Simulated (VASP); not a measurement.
# SiC (CsCl type) (Pm-3m) in VASP: a series of runs

SiC (CsCl type) is run at these levels: PBE; tasks: single point, relaxation of cell and atoms.

All numbers are computed with VASP 6.6.1; they aren't measurements. Logs are shortened: lines on timing, memory, paths and dates and some standing lists are left out, and cuts for length are marked.

## Step 1: The cell of the first run

Symmetry: Pm-3m, No. 221, cubic system. Conventional cell: a = 2.476 Å, b = 2.476 Å, c = 2.476 Å, α = 90.00°, β = 90.00°, γ = 90.00°. Si (site symmetry m-3m) has 8 C at 2.14 Å and 6 Si at 2.48 Å within 2.8 Å. C (site symmetry m-3m) has 8 Si at 2.14 Å and 6 C at 2.48 Å within 2.8 Å.

## Step 2: Single point, PBE

The input, INCAR:

```
ALGO = Normal
EDIFF = 1E-6
ENCUT = 520
GGA = PE
ISIF = 2
ISMEAR = -1
LASPH = T
LCHARG = F
LREAL = F
LWAVE = F
NBANDS = 11
NELM = 100
PREC = Accurate
SIGMA = 0.1
```

The input, KPOINTS:

```
k-points
0
Gamma
  15 15 15
```

The input, POSCAR:

```
SiC
1.0
    2.4759123730      0.0000000000      0.0000000000
    0.0000000000      2.4759123730      0.0000000000
    0.0000000000      0.0000000000      2.4759123730
Si C
1 1
Direct
    0.0000000000      0.0000000000      0.0000000000
    0.5000000000      0.5000000000      0.5000000000
```

Potentials or basis: VASP PAW PBE potentials, release 64 (Si, C).

Launch:

```sh
> cat potpaw_PBE.64/Si/POTCAR potpaw_PBE.64/C/POTCAR > POTCAR
> mpirun -np 1 vasp_std > vasp.out
```

OUTCAR:

```text
EDIFF = 1E-6
   ENCUT = 520
   GGA = PE
   ISIF = 2
   ISMEAR = -1
   LASPH = T
   LREAL = F
   NELM = 100
   PREC = Accurate

 ion  position               nearest neighbor table
   1  0.000  0.000  0.000-   2 2.14   2 2.14   2 2.14   2 2.14   2 2.14   2 2.14   2 2.14   2 2.14

   2  0.500  0.500  0.500-   1 2.14   1 2.14   1 2.14   1 2.14   1 2.14   1 2.14   1 2.14   1 2.14

  LATTYP: Found a simple cubic cell.
 ALAT       =     2.4759123730

  Lattice vectors:

 A1 = (   2.4759123730,   0.0000000000,   0.0000000000)
 A2 = (   0.0000000000,   2.4759123730,   0.0000000000)
 A3 = (   0.0000000000,   0.0000000000,   2.4759123730)

Analysis of symmetry for initial positions (statically):
=====================================================================
 Subroutine PRICEL returns:
 Original cell was already a primitive cell.

 Routine SETGRP: Setting up the symmetry group for a
 simple cubic supercell.

 Subroutine GETGRP returns: Found 48 space group operations
 (whereof 48 operations were pure point group operations)
 out of a pool of 48 trial point group operations.

The static configuration has the point symmetry O_h .

Analysis of symmetry for dynamics (positions and initial velocities):
=====================================================================
 Subroutine PRICEL returns:
 Original cell was already a primitive cell.

 Routine SETGRP: Setting up the symmetry group for a
 simple cubic supercell.

 Subroutine GETGRP returns: Found 48 space group operations
 (whereof 48 operations were pure point group operations)
 out of a pool of 48 trial point group operations.

The dynamic configuration has the point symmetry O_h .

 Subroutine INISYM returns: Found 48 space group operations
 (whereof 48 operations are pure point group operations),
 and found     1 'primitive' translations

----------------------------------------------------------------------------------------

                                     Primitive cell

  volume of cell :      15.1777

  direct lattice vectors                    reciprocal lattice vectors
     2.475912373  0.000000000  0.000000000     0.403891515  0.000000000  0.000000000
     0.000000000  2.475912373  0.000000000     0.000000000  0.403891515  0.000000000
     0.000000000  0.000000000  2.475912373     0.000000000  0.000000000  0.403891515

  length of vectors
     2.475912373  2.475912373  2.475912373     0.403891515  0.403891515  0.403891515

  position of ions in fractional coordinates (direct lattice)
     0.000000000  0.000000000  0.000000000
     0.500000000  0.500000000  0.500000000

  ion indices of the primitive-cell ions
   primitive index   ion index
                 1           1
                 2           2

----------------------------------------------------------------------------------------

 KPOINTS: k-points

Automatic generation of k-mesh.
 Grid dimensions read from file:
 generate k-points for:   15   15   15

 Generating k-lattice:

  Cartesian coordinates                     Fractional coordinates (reciprocal lattice)
     0.026926101  0.000000000  0.000000000     0.066666667  0.000000000  0.000000000
     0.000000000  0.026926101  0.000000000     0.000000000  0.066666667  0.000000000
     0.000000000  0.000000000  0.026926101     0.000000000  0.000000000  0.066666667

  Length of vectors
     0.026926101  0.026926101  0.026926101

  Shift w.r.t. Gamma in fractional coordinates (k-lattice)
     0.000000000  0.000000000  0.000000000

 Subroutine IBZKPT returns following result:
 ===========================================

 Found    120 irreducible k-points:

 Following reciprocal coordinates:
            Coordinates               Weight
  0.000000  0.000000  0.000000      1.000000
  0.066667  0.000000  0.000000      6.000000
  0.133333  0.000000  0.000000      6.000000
  0.200000  0.000000  0.000000      6.000000
  0.266667  0.000000  0.000000      6.000000
  0.333333  0.000000  0.000000      6.000000
[... 16 lines left out ...]
  0.266667  0.200000  0.000000     24.000000
  0.333333  0.200000  0.000000     24.000000
 [... further k-points ...]
   k-points           NKPTS =    120   k-points in BZ     NKDIM =    120   number of bands    NBANDS=     11
   number of dos      NEDOS =    301   number of ions     NIONS =      2
   total plane-waves  NPLWV =   5832
   dimension x,y,z NGX =    18 NGY =   18 NGZ =   18
   dimension x,y,z NGXF=    36 NGYF=   36 NGZF=   36
   ions per type =               1   1
   NGX,Y,Z   is equivalent  to a cutoff of  12.09, 12.09, 12.09 a.u.
   NGXF,Y,Z  is equivalent  to a cutoff of  24.17, 24.17, 24.17 a.u.
 SYSTEM =  unknown system
   PREC   = accura    normal or accurate (medium, high low for compatibility)
   ISTART =      0    job   : 0-new  1-cont  2-samecut
   ICHARG =      2    charge: 1-file 2-atom 10-const
   ISPIN  =      1    spin polarized calculation?
   LNONCOLLINEAR =      F non collinear calculations
   LSORBIT =      F    spin-orbit coupling
   LASPH  =      T    aspherical Exc in radial PAW
   ENCUT  =  520.0 eV  38.22 Ry    6.18 a.u.   4.60  4.60  4.60*2*pi/ulx,y,z
   NELM   =    100;   NELMIN=  2; NELMDL= -5     # of ELM steps
   EDIFF  = 0.1E-05   stopping-criterion for ELM
   LREAL  =      F    real-space projection
   EDIFFG = 0.1E-04   stopping-criterion for IOM
   NSW    =      0    number of steps for IOM
   IBRION =     -1    ionic relax: 0-MD 1-quasi-New 2-CG
   NFREE  =      0    steps in history (QN), initial steepest desc. (CG)
   ISIF   =      2    stress and relaxation
   ISYM   =      2    0-nonsym 1-usesym 2-fastsym
   POTIM  = 0.5000    time-step for ionic-motion
   TEBEG  =    0.0;   TEEND  =   0.0 temperature during run
   PSTRESS=    0.0 pullay stress
   NELECT =       8.0000    total number of electrons
   NUPDOWN=      -1.0000    fix difference up-down
   EMIN   =  10.00;   EMAX   =-10.00  energy-range for DOS
   EFERMI =   0.00;   METHOD = LEGACY
   ISMEAR =    -1;   SIGMA  =   0.10  broadening in eV -4-tet -1-fermi 0-gaus
   EFERMI_NEDOS =   21; number of points for ismear=-14 and -15
   IALGO  =     38    algorithm
   IMIX   =      4    mixing-type and parameters
     AMIX     =   0.40;   BMIX     =  1.00
     AMIX_MAG =   1.60;   BMIX_MAG =  1.00
  volume/ion in A,a.u.               =       7.59        51.21
  Fermi-wavevector in a.u.,A,eV,Ry     =   1.322420  2.499012 23.793812  1.748796
  Thomas-Fermi vector in A             =   2.452103
   LORBIT       =      0    0 simple, 1 ext, 2 COOP (PROOUT), +10 PAW based schemes
   GGA     = PE    functional components
   LHFCALC =     F    Hartree Fock is set to
   AEXX    =    0.0000 exact exchange contribution
   IVDW    =     0    specifies the selected vdW correction
   LEPSILON=     F    determine dielectric tensor
   LRPA    =     F    only Hartree local field effects (RPA)
 non-spin polarized calculation
  energy-cutoff  :      520.00
  volume of cell :       15.18
 maximum number of plane-waves:       437
   NGX =  9   NGY =  9   NGZ =  9

 number of electron       8.0000000 magnetization

 Free energy of the ion-electron system (eV)
  ---------------------------------------------------
  ext. energy  EPLUGINS =         0.00000000
  ---------------------------------------------------
  free energy    TOTEN  =       -10.48613143 eV

  energy without entropy =      -10.46143065  energy(sigma->0) =      -10.47378104

 E-fermi :  14.2220     XC(G=0): -13.2751

 val. band max:       14.1833659605   @ k =   0.3333   0.2000   0.0667
 cond. band min:      14.2567855785   @ k =   0.3333   0.3333   0.0667
 fundamental gap:      0.0734196180
 Fermi energy:        14.2219860964

 k-point     1 :       0.0000    0.0000    0.0000
  band No.  band energies     occupation
      1      -5.6521      2.00000
      2      12.8272      2.00000
      3      12.8272      2.00000
      4      12.8272      2.00000
      5      18.2733      0.00000
      6      18.6937      0.00000
      7      18.6937      0.00000
      8      29.8632      0.00000
      9      29.8632      0.00000
     10      29.8632      0.00000
     11      36.2983      0.00000

 k-point     2 :       0.0667    0.0000    0.0000
  band No.  band energies     occupation
      1      -5.5546      2.00000
      2      11.8826      2.00000
      3      12.8967      2.00000
      4      12.8967      2.00000
      5      18.4164      0.00000
      6      18.7928      0.00000
      7      19.6063      0.00000
      8      29.5409      0.00000
      9      29.5409      0.00000
     10      29.7629      0.00000
     11      36.1630      0.00000

 k-point     3 :       0.1333    0.0000    0.0000
  band No.  band energies     occupation
      1      -5.2629      2.00000
      2       9.9887      2.00000
      3      13.1012      1.99997
      4      13.1012      1.99997
      5      18.6370      0.00000
      6      19.0880      0.00000
      7      21.5258      0.00000
      8      28.6506      0.00000
      9      28.6506      0.00000
     10      29.5861      0.00000
     11      35.9414      0.00000

 k-point     4 :       0.2000    0.0000    0.0000
  band No.  band energies     occupation
      1      -4.7789      2.00000
      2       7.9252      2.00000
      3      13.4273      1.99929
      4      13.4273      1.99929
      5      18.9753      0.00000
      6      19.5727      0.00000
      7      23.2865      0.00000
      8      27.4039      0.00000
      9      27.4039      0.00000
     10      29.7622      0.00000
     11      35.0525      0.00000
[... 239 lines left out ...]
 k-point    22 :       0.2000    0.2000    0.0000
  band No.  band energies     occupation
      1      -3.9129      2.00000
      2       8.4176      2.00000
      3       8.9833      2.00000
      4      14.0235      1.75831
      5      19.8367      0.00000
      6      20.6907      0.00000
      7      24.0961      0.00000
      8      26.7122      0.00000
      9      26.9836      0.00000
     10      31.3679      0.00000
     11      31.9743      0.00000

 k-point    23 :       0.2667    0.2000    0.0000
  band No.  band energies     occupation
      1      -3.2461      2.00000
      2       6.6794      2.00000
      3       9.3121      2.00000
      4      14.4399      0.20324
      5      19.2013      0.00000
      6      20.5224      0.00000
      7      24.5041      0.00000
      8      26.2783      0.00000
      9      27.5981      0.00000
     10      31.5001      0.00000
     11      32.2683      0.00000

 k-point    24 :       0.3333    0.2000    0.0000
  band No.  band energies     occupation
      1      -2.4010      2.00000
      2       4.8314      2.00000
      3       9.9861      2.00000
      4      14.8989      0.00230
      5      17.7999      0.00000
      6      21.1247      0.00000
      7      24.4511      0.00000
      8      25.3395      0.00000
      9      28.3857      0.00000
     10      31.6305      0.00000
     11      31.8195      0.00000

 [... further k-points ...]
[... 5 lines left out ...]
  --------------------------------------------------------------------------------------
  -------------------------------------------------------------------------------------
  Total        4.8412285      4.8412285      4.8412285      0.0000000      0.0000000      0.0000000
  in kB      511.0464229    511.0464229    511.0464229      0.0000000      0.0000000      0.0000000
  external PRESSURE =     511.0464229 kB  Pullay stress =       0.0000000 kB

 VOLUME and BASIS-vectors are now :
 -----------------------------------------------------------------------------
  energy-cutoff  :      520.00
  volume of cell :       15.18
      direct lattice vectors                 reciprocal lattice vectors
     2.475912373  0.000000000  0.000000000     0.403891515  0.000000000  0.000000000
     0.000000000  2.475912373  0.000000000     0.000000000  0.403891515  0.000000000
     0.000000000  0.000000000  2.475912373     0.000000000  0.000000000  0.403891515

 POSITION                                       TOTAL-FORCE (eV/Angst)
 -----------------------------------------------------------------------------------
      0.00000      0.00000      0.00000         0.000000      0.000000      0.000000
      1.23796      1.23796      1.23796         0.000000      0.000000      0.000000
 -----------------------------------------------------------------------------------
    total drift:                                0.000000     -0.000000      0.000000

  FREE ENERGIE OF THE ION-ELECTRON SYSTEM (eV)
  ---------------------------------------------------
  free  energy   TOTEN  =       -10.4861314324 eV

  energy  without entropy=      -10.4614306459  energy(sigma->0) =      -10.47378104
```

It took 7 s on 1 thread of Intel Xeon 6975P-C (Granite Rapids), shared host; peak memory 0.12 GiB.

What came out:

```
Free energy            : -10.4861 eV
Pressure               : 51.1 GPa
Band gap on the k mesh : zero (band 4 reaches 15.58 eV, above the bottom of band 5 at 11.20 eV)
```

## Step 3: Single point, PBE

The input, INCAR:

```
  ALGO = Normal
  EDIFF = 1E-6
  ENCUT = 520
  GGA = PE
  ISIF = 2
  ISMEAR = -1
  LASPH = T
  LCHARG = F
  LREAL = F
  LWAVE = F
  NBANDS = 11
  NELM = 60
  PREC = Accurate
  SIGMA = 0.1
```

KPOINTS is that of step 2.

The input, POSCAR:

```
SiC
1.0
    2.4762298019      0.0000000000      0.0000000000
    0.0000000000      2.4762298019      0.0000000000
    0.0000000000      0.0000000000      2.4762298019
Si C
1 1
Direct
    0.0000000000      0.0000000000      0.0000000000
    0.5000000000      0.5000000000      0.5000000000
```

Potentials or basis: VASP PAW PBE potentials, release 64 (Si, C).

Launch:

```sh
> cat potpaw_PBE.64/Si/POTCAR potpaw_PBE.64/C/POTCAR > POTCAR
> mpirun -np 1 vasp_std > vasp.out
```

It took 6.8 s on 1 thread of Intel Xeon 6975P-C (Granite Rapids), shared host; peak memory 0.13 GiB.

The run converged. Its results:

```yaml
Free_energy: -10.4880 eV
Pressure: 51.0 GPa
Band_gap_on_the_k_mesh: zero (band 4 reaches 15.57 eV, above the bottom of band 5 at 11.19 eV)
```

Levels at points of the mesh, in eV from the Fermi level:
```csv
k point,band 2,band 3,band 4,band 5,band 6,band 7
"(0.00, 0.00, 0.00)",-1.39,-1.39,-1.39,4.05,4.47,4.47
```

(Continued in part 2 of 2.)
